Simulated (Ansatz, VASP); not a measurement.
**One calculation of SbP, two programs**

```
Sb P
1.0
     0.00000    3.10198    3.10198
     3.10198    0.00000    3.10198
     3.10198    3.10198    0.00000
Sb P
1 1
Direct
  0.00000 0.00000 0.00000
  0.25000 0.25000 0.25000
```

Change from the starting cell: volume scaled by 1, PAW files.

Alike in both runs: task single point; functional PBEsol; k mesh 11 × 11 × 11; occupations fermi-dirac, width 0.08 eV; no spin polarisation.

|  | VASP | Ansatz |
| --- | --- | --- |
| version | VASP 6.6.1 | Ansatz 0.2.0 |
| potentials or method | VASP PAW PBE potentials, release 64 (Sb, P) | PAW with Ansatz's default frozen-core files, scalar-relativistic |
| plane-wave cutoff (eV) | 520 | 420 |
| valence electrons in the cell | 10 | 20 |

VASP gave:

| Item | Value |
| --- | --- |
| pressure (GPa) | 0.1 |

Task: Which values does Ansatz return?

Result: Pressure (GPa): 0.0.

VASP's potentials were made for PBE, not for PBEsol. VASP's potentials hold 10 valence electrons a cell and Ansatz's 20, so a difference there can come from the potentials and not from the codes.

Spin-orbit coupling is off throughout.
